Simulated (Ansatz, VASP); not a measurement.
Two plane-wave programs on Sr

File INCAR:

```
PREC = Accurate
ENCUT = 520
EDIFF = 1E-6
ISMEAR = -1
SIGMA = 0.05
LREAL = False
LASPH = True
NELM = 100
ALGO = Normal
ISIF = 2
LWAVE = False
LCHARG = True
GGA = PE
LELF = True
LVHAR = True
NBANDS = 11
```

Contents of KPOINTS:

```
regular mesh
0
Gamma
  13 13 13
```

POSCAR

```
Sr
1.0
    0.0000000000      2.6575264850      2.6575264850
    2.6575264850      0.0000000000      2.6575264850
    2.6575264850      2.6575264850      0.0000000000
Sr
1
Direct
    0.0000000000      0.0000000000      0.0000000000
```

Input for Ansatz:

```yaml
crystal:
  lattice:
    - [0.0, 2.657526485, 2.657526485]
    - [2.657526485, 0.0, 2.657526485]
    - [2.657526485, 2.657526485, 0.0]
  atoms:
    - { symbol: Sr, position: [0.0, 0.0, 0.0] }
kpoints:
  mp_grid: { grid: [13, 13, 13] }
scf:
  occupations: { method: fermi_dirac, width: 0.05 }
hamiltonian:
  xc: pbe
  pseudopotentials: { kind: paw }
output:
  forces: true
  stress: true
  eigenvalues: true
  write_density: true
  write_potential: true
  elf: true
  volumetric_format: npy
```

Change from the starting cell: volume scaled by 0.682, to set the pressure.

Alike in both runs: task single point; functional PBE; k mesh 13 × 13 × 13; occupations fermi-dirac, width 0.05 eV; no spin polarisation.

|  | VASP | Ansatz |
| --- | --- | --- |
| version | VASP 6.6.1 | Ansatz 0.2.0 |
| potentials or method | VASP PAW PBE potentials, release 64 (Sr_sv) | PAW with Ansatz's default frozen-core files, scalar-relativistic |
| plane-wave cutoff (eV) | 520 | 420 |
| valence electrons in the cell | 10 | 10 |

|  | VASP | Ansatz | Ansatz less VASP |
| --- | --- | --- | --- |
| pressure (GPa) | 8.2 | 8.2 | -0.04 |

The functional is the same, so the differences come from potentials, cutoffs and numerics.
